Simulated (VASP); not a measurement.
# BAs (F-43m) in VASP: notebook

The runs below take BAs through electric field gradients, with r2SCAN.

All numbers are computed with VASP 6.6.1; they aren't measurements. Logs are shortened: lines on timing, memory, paths and dates and some standing lists are left out, and cuts for length are marked.

## 1. The cell of the first run

The structure is cubic, space group F-43m (No. 216). Conventional cell: a = 3.661 Å, b = 3.661 Å, c = 3.661 Å, α = 90.00°, β = 90.00°, γ = 90.00°. Within 2.1 Å of B (site symmetry -43m) lie 4 As at 1.59 Å. As (site symmetry -43m) has 4 B at 1.59 Å within 2.1 Å.

## 2. Electric field gradients, r2SCAN

The input, POSCAR:

```
BAs
1.0
    0.0000000000      1.8303300793      1.8303300793
    1.8303300793      0.0000000000      1.8303300793
    1.8303300793      1.8303300793      0.0000000000
B As
1 1
Direct
    0.0000000000      0.0000000000      0.0000000000
    0.2500000000      0.2500000000      0.2500000000
```

The input, INCAR.step1:

```
ALGO     = Normal         # electronic algorithm
EDIFF    = 1E-4           # SCF threshold, eV
ENCUT    = 520            # plane-wave cutoff, eV
GGA      = PE             # functional
ISMEAR   = -1             # smearing method
LASPH    = True           # aspherical terms in the spheres
LCHARG   = False          # write CHGCAR
LREAL    = False          # projectors in reciprocal space
LWAVE    = True           # write WAVECAR
NBANDS   = 11             # bands
NELM     = 100            # most SCF steps
PREC     = Accurate       # precision mode
SIGMA    = 0.05           # smearing width, eV
```

The input, INCAR.step2:

```
ALGO     = Normal         # electronic algorithm
EDIFF    = 1E-8           # SCF threshold, eV
ENCUT    = 520            # plane-wave cutoff, eV
ISIF     = 2              # what is computed and relaxed
ISMEAR   = -1             # smearing method
ISTART   = 1            
LASPH    = True           # aspherical terms in the spheres
LCHARG   = False          # write CHGCAR
LEFG     = True         
LMIXTAU  = True         
LREAL    = False          # projectors in reciprocal space
LWAVE    = False          # write WAVECAR
METAGGA  = R2SCAN         # meta-GGA
NBANDS   = 11             # bands
NELM     = 100            # most SCF steps
PREC     = Accurate       # precision mode
SIGMA    = 0.05           # smearing width, eV
```

The input, KPOINTS:

```
k-points
0
Gamma
  13 13 13
```

Potentials or basis: VASP PAW PBE potentials, release 64 (B, As).

Started as:

```sh
$ cat potpaw_PBE.64/B/POTCAR potpaw_PBE.64/As/POTCAR > POTCAR
$ cp INCAR.step1 INCAR
$ mpirun -np 1 vasp_std > vasp.out
$ cp INCAR.step2 INCAR
$ mpirun -np 1 vasp_std > vasp.out
```

OUTCAR:

```text
EDIFF = 1E-8
   ENCUT = 520
   ISIF = 2
   ISMEAR = -1
   ISTART = 1
   LASPH = True
   LREAL = False
   METAGGA = R2SCAN
   NELM = 100
   PREC = Accurate

 ion  position               nearest neighbor table
   1  0.000  0.000  0.000-   2 1.59   2 1.59   2 1.59   2 1.59
   2  0.250  0.250  0.250-   1 1.59   1 1.59   1 1.59   1 1.59

  LATTYP: Found a face centered cubic cell.
 ALAT       =     3.6606601586

  Lattice vectors:

 A1 = (   0.0000000000,   1.8303300793,   1.8303300793)
 A2 = (   1.8303300793,   0.0000000000,   1.8303300793)
 A3 = (   1.8303300793,   1.8303300793,   0.0000000000)

Analysis of symmetry for initial positions (statically):
=====================================================================
 Subroutine PRICEL returns:
 Original cell was already a primitive cell.

 Routine SETGRP: Setting up the symmetry group for a
 face centered cubic supercell.

 Subroutine GETGRP returns: Found 24 space group operations
 (whereof 24 operations were pure point group operations)
 out of a pool of 48 trial point group operations.

The static configuration has the point symmetry T_d .

Analysis of symmetry for dynamics (positions and initial velocities):
=====================================================================
 Subroutine PRICEL returns:
 Original cell was already a primitive cell.

 Routine SETGRP: Setting up the symmetry group for a
 face centered cubic supercell.

 Subroutine GETGRP returns: Found 24 space group operations
 (whereof 24 operations were pure point group operations)
 out of a pool of 48 trial point group operations.

The dynamic configuration has the point symmetry T_d .

 Subroutine INISYM returns: Found 24 space group operations
 (whereof 24 operations are pure point group operations),
 and found     1 'primitive' translations

----------------------------------------------------------------------------------------

                                     Primitive cell

  volume of cell :      12.2636

  direct lattice vectors                    reciprocal lattice vectors
     0.000000000  1.830330079  1.830330079    -0.273174771  0.273174771  0.273174771
     1.830330079  0.000000000  1.830330079     0.273174771 -0.273174771  0.273174771
     1.830330079  1.830330079  0.000000000     0.273174771  0.273174771 -0.273174771

  length of vectors
     2.588477622  2.588477622  2.588477622     0.473152582  0.473152582  0.473152582

  position of ions in fractional coordinates (direct lattice)
     0.000000000  0.000000000  0.000000000
     0.250000000  0.250000000  0.250000000

  ion indices of the primitive-cell ions
   primitive index   ion index
                 1           1
                 2           2

----------------------------------------------------------------------------------------

 KPOINTS: k-points

Automatic generation of k-mesh.
 Grid dimensions read from file:
 generate k-points for:   13   13   13

 Generating k-lattice:

  Cartesian coordinates                     Fractional coordinates (reciprocal lattice)
    -0.021013444  0.021013444  0.021013444     0.076923077  0.000000000  0.000000000
     0.021013444 -0.021013444  0.021013444     0.000000000  0.076923077  0.000000000
     0.021013444  0.021013444 -0.021013444     0.000000000  0.000000000  0.076923077

  Length of vectors
     0.036396352  0.036396352  0.036396352

  Shift w.r.t. Gamma in fractional coordinates (k-lattice)
     0.000000000  0.000000000  0.000000000

 Subroutine IBZKPT returns following result:
 ===========================================

 Found     84 irreducible k-points:

 Following reciprocal coordinates:
            Coordinates               Weight
  0.000000  0.000000  0.000000      1.000000
  0.076923  0.000000  0.000000      8.000000
  0.153846  0.000000  0.000000      8.000000
  0.230769  0.000000  0.000000      8.000000
  0.307692  0.000000  0.000000      8.000000
  0.384615  0.000000  0.000000      8.000000
[... 16 lines left out ...]
  0.384615  0.153846  0.000000     24.000000
  0.461538  0.153846  0.000000     24.000000
 [... further k-points ...]
   k-points           NKPTS =     84   k-points in BZ     NKDIM =     84   number of bands    NBANDS=     11
   number of dos      NEDOS =    301   number of ions     NIONS =      2
   total plane-waves  NPLWV =   8000
   dimension x,y,z NGX =    20 NGY =   20 NGZ =   20
   dimension x,y,z NGXF=    40 NGYF=   40 NGZF=   40
   ions per type =               1   1
   NGX,Y,Z   is equivalent  to a cutoff of  12.85, 12.85, 12.85 a.u.
   NGXF,Y,Z  is equivalent  to a cutoff of  25.69, 25.69, 25.69 a.u.
 SYSTEM =  unknown system
   PREC   = accura    normal or accurate (medium, high low for compatibility)
   ISTART =      1    job   : 0-new  1-cont  2-samecut
   ICHARG =      0    charge: 1-file 2-atom 10-const
   ISPIN  =      1    spin polarized calculation?
   LNONCOLLINEAR =      F non collinear calculations
   LSORBIT =      F    spin-orbit coupling
   LASPH  =      T    aspherical Exc in radial PAW
   ENCUT  =  520.0 eV  38.22 Ry    6.18 a.u.   4.81  4.81  4.81*2*pi/ulx,y,z
   NELM   =    100;   NELMIN=  2; NELMDL=  0     # of ELM steps
   EDIFF  = 0.1E-07   stopping-criterion for ELM
   LREAL  =      F    real-space projection
   EDIFFG = 0.1E-06   stopping-criterion for IOM
   NSW    =      0    number of steps for IOM
   IBRION =     -1    ionic relax: 0-MD 1-quasi-New 2-CG
   NFREE  =      0    steps in history (QN), initial steepest desc. (CG)
   ISIF   =      2    stress and relaxation
   ISYM   =      2    0-nonsym 1-usesym 2-fastsym
   POTIM  = 0.5000    time-step for ionic-motion
   TEBEG  =    0.0;   TEEND  =   0.0 temperature during run
   PSTRESS=    0.0 pullay stress
   NELECT =       8.0000    total number of electrons
   NUPDOWN=      -1.0000    fix difference up-down
   EMIN   =  10.00;   EMAX   =-10.00  energy-range for DOS
   EFERMI =   0.00;   METHOD = LEGACY
   ISMEAR =    -1;   SIGMA  =   0.05  broadening in eV -4-tet -1-fermi 0-gaus
   EFERMI_NEDOS =   21; number of points for ismear=-14 and -15
   IALGO  =     38    algorithm
   IMIX   =      4    mixing-type and parameters
     AMIX     =   0.40;   BMIX     =  1.00
     AMIX_MAG =   1.60;   BMIX_MAG =  1.00
  volume/ion in A,a.u.               =       6.13        41.38
  Fermi-wavevector in a.u.,A,eV,Ry     =   1.419816  2.683063 27.427680  2.015878
  Thomas-Fermi vector in A             =   2.540797
   LORBIT       =      0    0 simple, 1 ext, 2 COOP (PROOUT), +10 PAW based schemes
   METAGGA = R2SCAN    functional components
   LHFCALC =     F    Hartree Fock is set to
   AEXX    =    0.0000 exact exchange contribution
   IVDW    =     0    specifies the selected vdW correction
   LEPSILON=     F    determine dielectric tensor
   LRPA    =     F    only Hartree local field effects (RPA)
 non-spin polarized calculation
  energy-cutoff  :      520.00
  volume of cell :       12.26
 maximum number of plane-waves:       338
   NGX =  9   NGY =  9   NGZ =  9

 number of electron       7.9999999 magnetization

 Free energy of the ion-electron system (eV)
  ---------------------------------------------------
  ext. energy  EPLUGINS =         0.00000000
  ---------------------------------------------------
  free energy    TOTEN  =        -8.82698918 eV

  energy without entropy =       -8.82696463  energy(sigma->0) =       -8.82697691

 E-fermi :  18.5951     XC(G=0): -15.1935

 val. band max:       18.3824184703   @ k =   0.0000   0.0000   0.0000
 cond. band min:      18.8382203091   @ k =   0.4615   0.4615   0.0000
 fundamental gap:      0.4558018388
 Fermi energy:        18.5950714193

 k-point     1 :       0.0000    0.0000    0.0000
  band No.  band energies     occupation
      1      -8.0931      2.00000
      2      18.3824      1.97196
      3      18.3824      1.97196
      4      18.3824      1.97196
      5      24.1860      0.00000
      6      24.1860      0.00000
      7      24.1860      0.00000
      8      32.0548      0.00000
      9      36.2761      0.00000
     10      36.2761      0.00000
     11      37.2917      0.00000
[... 309 lines left out ...]
 k-point    24 :       0.4615    0.1538    0.0000
  band No.  band energies     occupation
      1      -2.1338      2.00000
      2       3.7313      2.00000
      3      12.7526      2.00000
      4      13.0210      2.00000
      5      21.8548      0.00000
      6      27.7588      0.00000
      7      28.9489      0.00000
      8      32.5054      0.00000
      9      35.2385      0.00000
     10      42.4584      0.00000
     11      42.7124      0.00000

 [... further k-points ...]

------------------------ aborting loop because EDIFF is reached ----------------------------------------

  FORCE on cell =-STRESS in cart. coord.  units (eV):
  Direction    XX          YY          ZZ          XY          YZ          ZX
  --------------------------------------------------------------------------------------
  -------------------------------------------------------------------------------------
  Total       41.9618670     41.9618670     41.9618670      0.0000000     -0.0000000     -0.0000000
  in kB     5482.1023389   5482.1023389   5482.1023389      0.0000000     -0.0000000     -0.0000000
  external PRESSURE =    5482.1023389 kB  Pullay stress =       0.0000000 kB

 VOLUME and BASIS-vectors are now :
 -----------------------------------------------------------------------------
  energy-cutoff  :      520.00
  volume of cell :       12.26
      direct lattice vectors                 reciprocal lattice vectors
     0.000000000  1.830330079  1.830330079    -0.273174771  0.273174771  0.273174771
     1.830330079  0.000000000  1.830330079     0.273174771 -0.273174771  0.273174771
     1.830330079  1.830330079  0.000000000     0.273174771  0.273174771 -0.273174771

 POSITION                                       TOTAL-FORCE (eV/Angst)
 -----------------------------------------------------------------------------------
      0.00000      0.00000      0.00000        -0.000000     -0.000000     -0.000000
      0.91517      0.91517      0.91517         0.000000      0.000000      0.000000
 -----------------------------------------------------------------------------------
    total drift:                                0.000000      0.000000      0.000000

  FREE ENERGIE OF THE ION-ELECTRON SYSTEM (eV)
  ---------------------------------------------------
  free  energy   TOTEN  =        -8.8269891846 eV

  energy  without entropy=       -8.8269646256  energy(sigma->0) =       -8.82697691

 Electric field gradients (V/A^2)
---------------------------------------------------------------------
 ion       V_xx      V_yy      V_zz      V_xy      V_xz      V_yz
---------------------------------------------------------------------
   1      -0.000    -0.000     0.000    -0.000    -0.000    -0.000
   2       0.000    -0.000    -0.000    -0.000    -0.000    -0.000
---------------------------------------------------------------------

 Electric field gradients after diagonalization (V/A^2)
 (convention: |V_zz| > |V_xx| > |V_yy|)
----------------------------------------------------------------------
 ion       V_xx      V_yy      V_zz     asymmetry (V_yy - V_xx)/ V_zz
----------------------------------------------------------------------
   1       0.000     0.000    -0.000       0.000
   2       0.000     0.000    -0.000       0.000
----------------------------------------------------------------------

           NMR quadrupolar parameters

 Cq : quadrupolar parameter    Cq=e*Q*V_zz/h
 eta: asymmetry parameters     (V_yy - V_xx)/ V_zz
 Q  : nuclear electric quadrupole moment in mb (millibarn)
----------------------------------------------------------------------
 ion       Cq(MHz)       eta       Q (mb)
----------------------------------------------------------------------
   1      -0.000       0.000       1.000
   2      -0.000       0.000       1.000
----------------------------------------------------------------------
```

It took 39 s on 1 thread of AMD EPYC 9R45 (Zen 5), shared host; peak memory 0.11 GiB.

Results:

```
Free energy            : -8.8270 eV
Pressure               : 548.2 GPa
Band gap on the k mesh : 0.46 eV, indirect (least direct gap 5.47 eV)
```

Caveat: without QUAD_EFG the Cq values of the log hold for a quadrupole moment of 1 mb, not for the nuclei; the PAW data sets were made with another functional, which shifts forces and pressure a little. A k mesh can miss the band edges.

## 3. Electric field gradients, r2SCAN

POSCAR is that of step 2.

The input, INCAR.step1:

```
SYSTEM = BAs
ALGO = Normal
EDIFF = 1E-4
ENCUT = 520
GGA = PE
ISMEAR = -1
LASPH = .TRUE.
LCHARG = .FALSE.
LREAL = .FALSE.
LWAVE = .TRUE.
NBANDS = 11
NELM = 60
PREC = Accurate
SIGMA = 0.001
```

The input, INCAR.step2:

```
SYSTEM = BAs
ALGO = Normal
EDIFF = 1E-8
ENCUT = 520
ISIF = 2
ISMEAR = -1
ISTART = 1
LASPH = .TRUE.
LCHARG = .FALSE.
LEFG = .TRUE.
LMIXTAU = .TRUE.
LREAL = .FALSE.
LWAVE = .FALSE.
METAGGA = R2SCAN
NBANDS = 11
NELM = 60
PREC = Accurate
SIGMA = 0.001
```

The input, KPOINTS:

```
k-points
0
G
  13 13 13
  0 0 0
```

Potentials or basis: VASP PAW PBE potentials, release 64 (B, As).

Started as:

```sh
$ cat potpaw_PBE.64/B/POTCAR potpaw_PBE.64/As/POTCAR > POTCAR
$ cp INCAR.step1 INCAR
$ mpirun -np 1 vasp_std > vasp.out
$ cp INCAR.step2 INCAR
$ mpirun -np 1 vasp_std > vasp.out
```

OUTCAR:

```text
SYSTEM = BAs
   EDIFF = 1E-8
   ENCUT = 520
   ISIF = 2
   ISMEAR = -1
   ISTART = 1
   LASPH = .TRUE.
   LREAL = .FALSE.
   METAGGA = R2SCAN
   NELM = 60
   PREC = Accurate

 ion  position               nearest neighbor table
   1  0.000  0.000  0.000-   2 1.59   2 1.59   2 1.59   2 1.59
   2  0.250  0.250  0.250-   1 1.59   1 1.59   1 1.59   1 1.59

  LATTYP: Found a face centered cubic cell.
 ALAT       =     3.6606601586

  Lattice vectors:

 A1 = (   0.0000000000,   1.8303300793,   1.8303300793)
 A2 = (   1.8303300793,   0.0000000000,   1.8303300793)
[... 548 lines left out ...]
  free  energy   TOTEN  =        -8.8269849080 eV

  energy  without entropy=       -8.8269849080  energy(sigma->0) =       -8.82698491

 Electric field gradients (V/A^2)
---------------------------------------------------------------------
 ion       V_xx      V_yy      V_zz      V_xy      V_xz      V_yz
---------------------------------------------------------------------
   1      -0.000    -0.000     0.000    -0.000    -0.000    -0.000
   2      -0.000    -0.000     0.000    -0.000    -0.000    -0.000
---------------------------------------------------------------------

 Electric field gradients after diagonalization (V/A^2)
 (convention: |V_zz| > |V_xx| > |V_yy|)
----------------------------------------------------------------------
 ion       V_xx      V_yy      V_zz     asymmetry (V_yy - V_xx)/ V_zz
----------------------------------------------------------------------
   1       0.000     0.000    -0.000       0.000
   2       0.000     0.000    -0.000       0.000
----------------------------------------------------------------------

           NMR quadrupolar parameters

 Cq : quadrupolar parameter    Cq=e*Q*V_zz/h
 eta: asymmetry parameters     (V_yy - V_xx)/ V_zz
 Q  : nuclear electric quadrupole moment in mb (millibarn)
----------------------------------------------------------------------
 ion       Cq(MHz)       eta       Q (mb)
----------------------------------------------------------------------
   1      -0.000       0.000       1.000
   2      -0.000       0.000       1.000
----------------------------------------------------------------------
```

Run time: 39 s. Hardware: 1 thread of AMD EPYC 9R45 (Zen 5), shared host; peak memory 0.11 GiB.

What came out:

```yaml
Free_energy: -8.8270 eV
Pressure: 548.2 GPa
Band_gap_on_the_k_mesh: 0.46 eV, indirect (least direct gap 5.47 eV)
```

Caveat: without QUAD_EFG the Cq values of the log hold for a quadrupole moment of 1 mb, not for the nuclei; the PAW data sets were made with another functional, which shifts forces and pressure a little. A k mesh can miss the band edges.

[end of part 1 of 3]
